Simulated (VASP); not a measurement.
# Co (P6_3/mmc) in VASP: a series of runs, part 2 of 2

VASP 6.6.1. Earlier steps stand in the parts before.

## Step 4: Single point, PBE, collinear spin, ferromagnetic start

This run uses another cell than the first one, of 11.08 Å³/atom, 1.053 times its volume.

Contents of INCAR:

```
SYSTEM = Co
ALGO = Normal
EDIFF = 1E-7
ENCUT = 520
GGA = PE
ISIF = 2
ISMEAR = 0
ISPIN = 2
LASPH = .True.
LCHARG = .True.
LELF = .True.
LMAXMIX = 4
LORBIT = 11
LREAL = .False.
LVHAR = .True.
LWAVE = .False.
MAGMOM = 2.5 2.5
NBANDS = 20
NELM = 150
PREC = Accurate
SIGMA = 0.1
```

Contents of KPOINTS:

```
k-points
0
Gamma
  13 13 7
  0 0 0
```

Contents of POSCAR:

```
Co
1.0
    2.5074000000      0.0000000000      0.0000000000
   -1.2537000000      2.1714721000      0.0000000000
    0.0000000000      0.0000000000      4.0699000000
Co
2
Direct
    0.3333333333      0.6666666667      0.2500000000
    0.6666666667      0.3333333333      0.7500000000
```

Potentials or basis: VASP PAW PBE potentials, release 64 (Co).

On the command line:

```bash
> cat potpaw_PBE.64/Co/POTCAR > POTCAR
> mpirun -np 1 vasp_std > vasp.out
```

OUTCAR:

```text
SYSTEM = Co
   EDIFF = 1E-7
   ENCUT = 520
   GGA = PE
   ISIF = 2
   ISMEAR = 0
   ISPIN = 2
   LASPH = .True.
   LORBIT = 11
   LREAL = .False.
   NELM = 150
   PREC = Accurate

 ion  position               nearest neighbor table
   1  0.333  0.667  0.250-   2 2.50   2 2.50   2 2.50   2 2.50   2 2.50   2 2.50
   2  0.667  0.333  0.750-   1 2.50   1 2.50   1 2.50   1 2.50   1 2.50   1 2.50

  LATTYP: Found a hexagonal cell.
 ALAT       =     2.5074000000
 C/A-ratio  =     1.6231554598

  Lattice vectors:

 A1 = (   2.5074000000,   0.0000000000,   0.0000000000)
 A2 = (  -1.2537000000,   2.1714721000,   0.0000000000)
 A3 = (   0.0000000000,   0.0000000000,   4.0699000000)

Analysis of symmetry for initial positions (statically):
=====================================================================
 Subroutine PRICEL returns:
 Original cell was already a primitive cell.

 Routine SETGRP: Setting up the symmetry group for a
 hexagonal supercell.

 Subroutine GETGRP returns: Found 24 space group operations
 (whereof 12 operations were pure point group operations)
 out of a pool of 24 trial point group operations.

The static configuration has the point symmetry D_3d.
 The point group associated with its full space group is D_6h.

Analysis of symmetry for dynamics (positions and initial velocities):
=====================================================================
 Subroutine PRICEL returns:
 Original cell was already a primitive cell.

 Routine SETGRP: Setting up the symmetry group for a
 hexagonal supercell.

 Subroutine GETGRP returns: Found 24 space group operations
 (whereof 12 operations were pure point group operations)
 out of a pool of 24 trial point group operations.

The dynamic configuration has the point symmetry D_3d.
 The point group associated with its full space group is D_6h.

Analysis of structural, dynamic, and magnetic symmetry:
=====================================================================
 Subroutine PRICEL returns:
 Original cell was already a primitive cell.

 Routine SETGRP: Setting up the symmetry group for a
 hexagonal supercell.

 Subroutine GETGRP returns: Found 24 space group operations
 (whereof 12 operations were pure point group operations)
 out of a pool of 24 trial point group operations.

The overall configuration has the point symmetry D_3d.
 The point group associated with its full space group is D_6h.

 Subroutine INISYM returns: Found 24 space group operations
 (whereof 12 operations are pure point group operations),
 and found     1 'primitive' translations

----------------------------------------------------------------------------------------

                                     Primitive cell

  volume of cell :      22.1596

  direct lattice vectors                    reciprocal lattice vectors
     2.507400000  0.000000000  0.000000000     0.398819494  0.230258542  0.000000000
    -1.253700000  2.171472100  0.000000000     0.000000000  0.460517084  0.000000000
     0.000000000  0.000000000  4.069900000     0.000000000  0.000000000  0.245706283

  length of vectors
     2.507400000  2.507400002  4.069900000     0.460517085  0.460517084  0.245706283

  position of ions in fractional coordinates (direct lattice)
     0.333333333  0.666666667  0.250000000
     0.666666667  0.333333333  0.750000000

[... 69 lines left out ...]
   ICHARG =      2    charge: 1-file 2-atom 10-const
   ISPIN  =      2    spin polarized calculation?
   LNONCOLLINEAR =      F non collinear calculations
   LSORBIT =      F    spin-orbit coupling
   LASPH  =      T    aspherical Exc in radial PAW
   ENCUT  =  520.0 eV  38.22 Ry    6.18 a.u.   4.66  4.66  7.57*2*pi/ulx,y,z
   NELM   =    150;   NELMIN=  2; NELMDL= -5     # of ELM steps
   EDIFF  = 0.1E-06   stopping-criterion for ELM
   LREAL  =      F    real-space projection
   EDIFFG = 0.1E-05   stopping-criterion for IOM
   NSW    =      0    number of steps for IOM
   IBRION =     -1    ionic relax: 0-MD 1-quasi-New 2-CG
   NFREE  =      0    steps in history (QN), initial steepest desc. (CG)
   ISIF   =      2    stress and relaxation
   ISYM   =      2    0-nonsym 1-usesym 2-fastsym
   POTIM  = 0.5000    time-step for ionic-motion
   TEBEG  =    0.0;   TEEND  =   0.0 temperature during run
   PSTRESS=    0.0 pullay stress
   NELECT =      18.0000    total number of electrons
   NUPDOWN=      -1.0000    fix difference up-down
   EMIN   =  10.00;   EMAX   =-10.00  energy-range for DOS
   EFERMI =   0.00;   METHOD = LEGACY
   ISMEAR =     0;   SIGMA  =   0.10  broadening in eV -4-tet -1-fermi 0-gaus
   EFERMI_NEDOS =   21; number of points for ismear=-14 and -15
   IALGO  =     38    algorithm
   IMIX   =      4    mixing-type and parameters
     AMIX     =   0.40;   BMIX     =  1.00
     AMIX_MAG =   1.60;   BMIX_MAG =  1.00
  volume/ion in A,a.u.               =      11.08        74.77
  Fermi-wavevector in a.u.,A,eV,Ry     =   1.527490  2.886538 31.745475  2.333227
  Thomas-Fermi vector in A             =   2.635379
   LORBIT       =     11    0 simple, 1 ext, 2 COOP (PROOUT), +10 PAW based schemes
   GGA     = PE    functional components
   LHFCALC =     F    Hartree Fock is set to
   AEXX    =    0.0000 exact exchange contribution
   IVDW    =     0    specifies the selected vdW correction
   LEPSILON=     F    determine dielectric tensor
   LRPA    =     F    only Hartree local field effects (RPA)
 spin polarized calculation
 Gauss-broadening in eV      SIGMA  =   0.10
  energy-cutoff  :      520.00
  volume of cell :       22.16
 maximum number of plane-waves:       615
 NGX is ok and might be reduce to    20
   NGX =  9   NGY =  9   NGZ = 15

 number of electron      18.0000002 magnetization       3.2321237

 Free energy of the ion-electron system (eV)
  ---------------------------------------------------
  ext. energy  EPLUGINS =         0.00000000
  ---------------------------------------------------
  free energy    TOTEN  =       -14.06930785 eV

  energy without entropy =      -14.05941828  energy(sigma->0) =      -14.06436307

 E-fermi :   9.9526     XC(G=0): -13.2813

 val. band max:        9.9493384919   @ k =   0.0000   0.0000   0.1429
 cond. band min:       9.9564230921   @ k =   0.3077   0.2308   0.4286
 fundamental gap:      0.0070846002
 Fermi energy:         9.9525757865

 spin component 1

 k-point     1 :       0.0000    0.0000    0.0000
  band No.  band energies     occupation
      1       1.1813      1.00000
      2       4.9266      1.00000
      3       7.3590      1.00000
      4       7.3976      1.00000
      5       7.3976      1.00000
      6       7.6937      1.00000
[... 541 lines left out ...]
     19      36.3658      0.00000
     20      37.3102      0.00000

 [... further k-points ...]

 spin component 2

 k-point     1 :       0.0000    0.0000    0.0000
  band No.  band energies     occupation
      1       1.1637      1.00000
      2       5.8656      1.00000
      3       8.9919      1.00000
      4       9.0443      1.00000
      5       9.0443      1.00000
      6       9.3931      1.00000
[... 541 lines left out ...]
     19      36.5060      0.00000
     20      37.5396      0.00000

 [... further k-points ...]

------------------------ aborting loop because EDIFF is reached ----------------------------------------

  FORCE on cell =-STRESS in cart. coord.  units (eV):
  Direction    XX          YY          ZZ          XY          YZ          ZX
  --------------------------------------------------------------------------------------
  -------------------------------------------------------------------------------------
  Total       -0.6121257     -0.6121257     -0.7675640     -0.0000000     -0.0000000      0.0000000
  in kB      -44.2577728    -44.2577730    -55.4962390     -0.0000000     -0.0000000      0.0000000
  external PRESSURE =     -48.0039283 kB  Pullay stress =       0.0000000 kB

 VOLUME and BASIS-vectors are now :
 -----------------------------------------------------------------------------
  energy-cutoff  :      520.00
  volume of cell :       22.16
      direct lattice vectors                 reciprocal lattice vectors
     2.507400000  0.000000000  0.000000000     0.398819494  0.230258542  0.000000000
    -1.253700000  2.171472100  0.000000000     0.000000000  0.460517084  0.000000000
     0.000000000  0.000000000  4.069900000     0.000000000  0.000000000  0.245706283

 POSITION                                       TOTAL-FORCE (eV/Angst)
 -----------------------------------------------------------------------------------
     -0.00000      1.44765      1.01747         0.000000      0.000000      0.000000
      1.25370      0.72382      3.05242        -0.000000      0.000000      0.000000
 -----------------------------------------------------------------------------------
    total drift:                                0.000000      0.000000     -0.000000

  FREE ENERGIE OF THE ION-ELECTRON SYSTEM (eV)
  ---------------------------------------------------
  free  energy   TOTEN  =       -14.0693078517 eV

  energy  without entropy=      -14.0594182830  energy(sigma->0) =      -14.06436307

 total charge

# of ion       s       p       d       tot
------------------------------------------
    1        0.480   0.504   7.249   8.232
    2        0.480   0.504   7.249   8.232
--------------------------------------------------
tot          0.960   1.008  14.497  16.465

 magnetization (x)

# of ion       s       p       d       tot
------------------------------------------
    1       -0.015  -0.056   1.712   1.641
    2       -0.015  -0.056   1.712   1.641
--------------------------------------------------
tot         -0.030  -0.112   3.424   3.283
```

It took 46 s on 1 thread of Intel Xeon Platinum 8488C (Sapphire Rapids), shared host; peak memory 0.18 GiB.

Results:

* Free energy: -14.0693 eV
* Pressure: -4.8 GPa
* Net moment: 3.23 μB per cell
* Site moments: Co +1.64 μB
* Valence electrons inside the program's atomic spheres: Co 8.23

## Step 5: Summary

```tsv
cell	gap on the mesh (eV)	pressure (GPa)	moment (μB)
a = 2.465, b = 2.465, c = 4.001 Å, angles 90.0, 90.0, 120.0°, 2 atoms	none	6.3	3.17
a = 2.486, b = 2.486, c = 4.036 Å, angles 90.0, 90.0, 120.0°, 2 atoms	none	0.3	3.20
a = 2.507, b = 2.507, c = 4.070 Å, angles 90.0, 90.0, 120.0°, 2 atoms	none	-4.8	3.23
```

Alike in all rows: task single point; level PBE; potentials or basis VASP PAW PBE potentials, release 64 (Co); spin collinear, ferromagnetic start; k mesh 13 × 13 × 7; cutoff (eV) 520; smearing gaussian 0.1 eV.

Total energies depend on the potentials used, so only differences within one code and one set of settings carry meaning.
